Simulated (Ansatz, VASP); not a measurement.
One calculation of CdF2, two programs

```
CELL_PARAMETERS angstrom
0.00000 2.68258 2.68258
2.68258 0.00000 2.68258
2.68258 2.68258 0.00000
ATOMIC_POSITIONS crystal
Cd 0.00000 0.00000 0.00000
F 0.25000 0.25000 0.25000
F 0.75000 0.75000 0.75000
```

Alike in both runs: task single point; functional PBE-based screened hybrid; k mesh 4 × 4 × 4; no spin polarisation.

```csv
,VASP,Ansatz
version,VASP 6.6.1,Ansatz 0.2.0
potentials or method,"VASP PAW PBE potentials, release 64 (Cd, F)",plane waves
plane-wave cutoff (eV),520,420
occupations,"gaussian, width 0.01 eV",fixed
valence electrons in the cell,26,34
```

|  | VASP | Ansatz | Ansatz less VASP |
| --- | --- | --- | --- |
| gap on the k mesh at the Fermi level (eV) | 3.83 | 3.86 | +0.037 |
| pressure (GPa) | 6.4 | 5.5 | -0.88 |

VASP's potentials were made for PBE, not for PBE-based screened hybrid. VASP's potentials hold 26 valence electrons a cell and Ansatz's 34, so a difference there can come from the potentials and not from the codes. Ansatz's warnings: stress exchange threshold loose, stress scf threshold loose.

The k mesh is coarse, so the values compare programs but aren't converged.
